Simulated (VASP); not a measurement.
# Tl: single point with PBE

The system is Tl.

```
CELL_PARAMETERS angstrom
2.60844 0.00000 0.00000
-1.30422 2.25897 0.00000
0.00000 0.00000 4.27399
ATOMIC_POSITIONS crystal
Tl 0.33333 0.66667 0.25000
Tl 0.66667 0.33333 0.75000
```

```
Program                 : VASP 6.6.1
Task                    : single point
Functional              : PBE
Potentials or basis     : VASP PAW PBE potentials, release 64 (Tl_d)
Cutoff                  : 520 eV
k mesh                  : 14 × 14 × 8
Occupations             : fermi-dirac, width 0.1 eV
Spin                    : no spin polarisation
Dipole correction       : no
k mesh for the DOS      : 21 × 21 × 12
Occupations for the DOS : tetrahedron
Further INCAR settings  : ALGO = Normal; EDIFF = 1e-06
```

The valence electrons inside the program's atomic spheres are Tl 12.44.

Levels at points of the mesh, in eV from the Fermi level:
| k point | band 9 | band 10 | band 11 | band 12 | band 13 | band 14 | band 15 | band 16 | band 17 |
| --- | --- | --- | --- | --- | --- | --- | --- | --- | --- |
| (0.00, 0.00, 0.00) | -15.08 | -13.26 | -13.26 | -9.25 | -4.86 | 8.48 | 10.35 | 11.13 | 13.95 |
| (0.00, 0.00, 0.50) | -13.84 | -13.84 | -13.84 | -13.84 | 5.39 | 5.39 | 8.91 | 8.91 | 13.65 |

Wall time 41 s on 1 thread of AMD EPYC 9R45 96-Core Processor (Zen 5), with other jobs on the host, peak memory 0.21 GiB.

Caveat: spin-orbit coupling is left out, which moves the levels of the heavy elements.
